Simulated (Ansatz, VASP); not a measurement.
## One calculation of LuBe3, two programs

```
Lu Be
1.0
     0.00000    2.98667    2.98667
     2.98667    0.00000    2.98667
     2.98667    2.98667    0.00000
Lu Be
1 3
Direct
  0.00000 0.00000 0.00000
  0.50000 0.50000 0.50000
  0.25000 0.25000 0.25000
  0.75000 0.75000 0.75000
```

Alike in both runs: task relaxation of cell and atoms; functional PBE; k mesh 6 × 6 × 6; occupations gaussian, width 0.1 eV; no spin polarisation.

|  | VASP | Ansatz |
| --- | --- | --- |
| version | VASP 6.6.1 | Ansatz 0.2.0 |
| potentials or method | VASP PAW PBE potentials, release 64 (Lu, Be), cutoff 600 eV | scalar-relativistic, plane waves, PAW |
| valence electrons in the cell | 31 | 31 |

|  | VASP | Ansatz | Ansatz less VASP |
| --- | --- | --- | --- |
| gap on the k mesh at the Fermi level, each at its own relaxed structure (eV) | none | none | - |
| relaxed volume (Å³/atom) | 12.69 | 12.68 | -0.007 |
| relaxed cell length with the largest relative difference (Å) | 4.156 | 4.155 | -0.0008 |

A gap of «none» marks a metal or a gap that the smearing closes.

Spin-orbit coupling is off throughout.
